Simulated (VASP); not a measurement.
Wanted: the native input for a VASP 6.6.1 run.

* Task: single point
* Functional: PBEsol
* Potentials or basis: VASP PAW PBE potentials, release 64 (Mo_sv)
* Cutoff: 520 eV
* k mesh: 10 × 10 × 9
* Occupations: fermi-dirac, width 0.1 eV
* Spin: no spin polarisation
* Dipole correction: no
* Further INCAR settings: ALGO = Normal; EDIFF = 1e-07; NBANDS = 13

The structure of Mo lies in POSCAR:

```
Mo
1.0
    2.8244807000     -0.0180516400     -0.0483609000
   -1.4278735300      2.3175461800      0.0145522700
   -0.0451728600     -0.0103847700      2.5373308300
Mo
1
Direct
    0.0000000000      0.0000000000      0.5000000000
```

One way to write it, as run:

INCAR

```
SYSTEM = Mo
PREC     = Accurate       ! precision mode
ENCUT    = 520            ! plane-wave cutoff, eV
EDIFF    = 1E-7           ! SCF threshold, eV
ISMEAR   = -1             ! smearing method
SIGMA    = 0.1            ! smearing width, eV
LREAL    = .FALSE.        ! projectors in reciprocal space
LASPH    = .TRUE.         ! aspherical terms in the spheres
NELM     = 60             ! most SCF steps
ALGO     = Normal         ! electronic algorithm
ISIF     = 2              ! what is computed and relaxed
LWAVE    = .FALSE.        ! write WAVECAR
LCHARG   = .FALSE.        ! write CHGCAR
GGA      = PS             ! functional
NBANDS   = 13             ! bands
```

KPOINTS

```
Automatic mesh
0
G
  10 10 9
  0 0 0
```

Potentials or basis: VASP PAW PBE potentials, release 64 (Mo_sv).

Launch:

```console
$ cat potpaw_PBE.64/Mo_sv/POTCAR > POTCAR
$ mpirun -np 1 vasp_std > vasp.out
```

It gave:

```json
{
 "Pressure": "-2.3 GPa",
 "Band gap on the k mesh": "zero (bands 7 and 8 overlap by 1.83 eV)"
}
```

Caveat: the PAW data sets were made with another functional, which shifts forces and pressure a little.

Wall time 52 s on 1 thread of Intel(R) Xeon(R) Platinum 8259CL CPU @ 2.50GHz (Skylake/Cascade Lake) (shared host), peak memory 0.2 GiB.
